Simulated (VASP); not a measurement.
Crystal: Hg.

```
Hg
1.0
     2.23398   -2.04586    0.00000
     2.23398    2.04586    0.00000
    -0.34874    0.00000    3.03980
Hg
1
Cartesian
  2.0596 0.0000 1.5199
```

Base run:

* Program: VASP 6.6.1
* Functional: PBE
* Potentials or basis: VASP PAW PBE potentials, release 64 (Hg)
* Cutoff: 500 eV
* k mesh: 6 × 6 × 6
* Occupations: fermi-dirac, width 0.25852 eV
* Spin: no spin polarisation

Its results: band gap on the k mesh zero (band 6 reaches 4.99 eV, above the bottom of band 7 at 0.11 eV); pressure 0.9 GPa.

Question: The run is repeated on the same cell with these changes: occupations from fermi-dirac, width 0.25852 eV to tetrahedron. What comes out?

Answer: Band gap on the k mesh zero (band 6 reaches 5.03 eV, above the bottom of band 7 at 0.15 eV); pressure 4.0 GPa.

Caveats: spin-orbit coupling is left out, which moves the levels of the heavy elements; tetrahedron occupations give inexact forces and stress in metals (some runs).
